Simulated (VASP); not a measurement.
Input of a VASP 6.6.1 run:

Contents of INCAR:

```
PREC = Accurate
ENCUT = 520
EDIFF = 1E-6
ISMEAR = -1
SIGMA = 0.11
LREAL = Auto
LASPH = T
NELM = 60
ALGO = Normal
ISIF = 2
LWAVE = F
LCHARG = F
GGA = PE
NBANDS = 38
```

KPOINTS

```
regular mesh
0
Gamma
  2 2 2
```

File POSCAR:

```
Li
1.0
    6.9800000000      0.0000000000      0.0000000000
    0.0000000000      6.9800000000      0.0000000000
    0.0000000000      0.0000000000      6.9800000000
Li
16
Direct
    0.0611747851      0.0916189112     -0.0268194842
    0.5382521490     -0.0284097421      0.0988395415
   -0.1580229226      0.5528510029     -0.0262607450
   -0.0574641834      0.0171776504      0.5610315186
    0.0657736390      0.3659455587      0.2494269341
    0.3840544413      0.4494985673      0.0017048711
    0.4326361032     -0.0006017192      0.4484957020
    0.6161031519      0.2186532951      0.3842263610
   -0.1293553009      0.4869914040      0.5734670487
    0.2432521490      0.6906446991      0.2252578797
    0.2345702006      0.2433524355      0.6546418338
    0.5035386819      0.5827363897      0.5514326648
    0.8695702006      0.7521203438      0.3022492837
    0.6906160458      0.2539111748      0.7980085960
    0.1234957020      0.7517478510      0.7153724928
    0.6687965616      0.8518051576      0.7406446991
```

Potentials or basis: VASP PAW PBE potentials, release 64 (Li_sv).

Run with:

```console
$ cat potpaw_PBE.64/Li_sv/POTCAR > POTCAR
$ mpirun -np 1 vasp_std > vasp.out
```

Q: Estimate the largest force.

A: 1.618 eV/Å.

Q: What does it give for the band gap on the k mesh?

A: Zero (band 24 reaches 0.72 eV, above the bottom of band 25 at 0.06 eV).

Forces in eV/Å, atoms in the order of the input:
```
Li  -0.133 -0.315  0.199
Li   0.022 -0.127 -0.547
Li   0.060  0.121  0.025
Li  -0.155  0.414 -0.474
Li  -0.015 -0.492  0.358
Li   0.334 -0.221 -0.287
Li  -1.011 -1.019  0.572
Li   0.950  1.224 -0.466
Li   0.367 -0.092  0.012
Li  -0.001  0.577  0.299
Li   0.160  0.455  0.063
Li  -0.316 -0.154 -0.220
Li  -0.481  0.337 -0.052
Li  -0.206 -0.327  0.040
Li   0.474 -0.321  0.299
Li  -0.049 -0.059  0.179
```

Caveat: the k points lie up to 0.45 Å⁻¹ apart; forces of over 1 eV/Å act on the atoms, so gaps and moduli don't describe the material at rest.
